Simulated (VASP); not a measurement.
Wanted: the native input for a VASP 6.6.1 run.

| Property | Result |
| --- | --- |
| Task | relaxation of cell and atoms |
| Functional | LDA |
| Potentials or basis | VASP PAW LDA potentials, release 64 (Tl_d, S) |
| Cutoff | 600 eV |
| k mesh | 12 × 12 × 8 |
| Occupations | gaussian, width 0.1 eV |
| Spin | no spin polarisation |
| Dipole correction | no |
| Further INCAR settings | ALGO = Normal; EDIFF = 1e-06; IBRION = 2; EDIFFG = -0.002; NSW = 100; ISIF = 3 |

The structure of Tl2S (lda) lies in POSCAR:

```
Tl2S
1.0
    4.0500000000      0.0000000000      0.0000000000
   -2.0250000000      3.5074028853      0.0000000000
    0.0000000000      0.0000000000      6.0633333333
Tl S
2 1
Direct
    0.3333333333      0.6666666667      0.7258000000
    0.6666666667      0.3333333333      0.2742000000
    0.0000000000      0.0000000000      0.0000000000
```

These files were run (other wordings do the same):

INCAR

```
PREC = Accurate ; ENCUT = 600
EDIFF = 1E-6 ; ISMEAR = 0
SIGMA = 0.1 ; LREAL = False
LASPH = True ; NELM = 100
ALGO = Normal ; ISIF = 3
LWAVE = False ; LCHARG = False
GGA = CA ; IBRION = 2
NSW = 100 ; EDIFFG = -0.002
```

KPOINTS

```
regular mesh
0
Gamma
  12 12 8
```

Potentials or basis: VASP PAW LDA potentials, release 64 (Tl_d, S).

The run is started by

```bash
$ cat potpaw_LDA.64/Tl_d/POTCAR potpaw_LDA.64/S/POTCAR > POTCAR
$ mpirun -np 1 vasp_std > vasp.out
```

Results of the run:

```
Relaxed volume                         : 27.32 Å³/atom
Relaxed cell                           : a = 4.136 Å, b = 4.136 Å, c = 5.532 Å, α = 90.00°, β = 90.00°, γ = 120.00°
Space group after relaxing (to 0.05 Å) : P-3m1 (No. 164)
Energy gained by relaxing              : 10.2 meV/atom
Ionic steps                            : 28
Pressure after relaxing                : 0.0 GPa
Band gap on the k mesh                 : zero (band 16 reaches 6.05 eV, above the bottom of band 17 at 5.21 eV)
```

Caveat: spin-orbit coupling is left out, which moves the levels of the heavy elements.

It took 44 min on 1 thread of Intel(R) Xeon(R) Platinum 8259CL CPU @ 2.50GHz (Skylake/Cascade Lake), with other jobs on the host, peak memory 0.39 GiB.
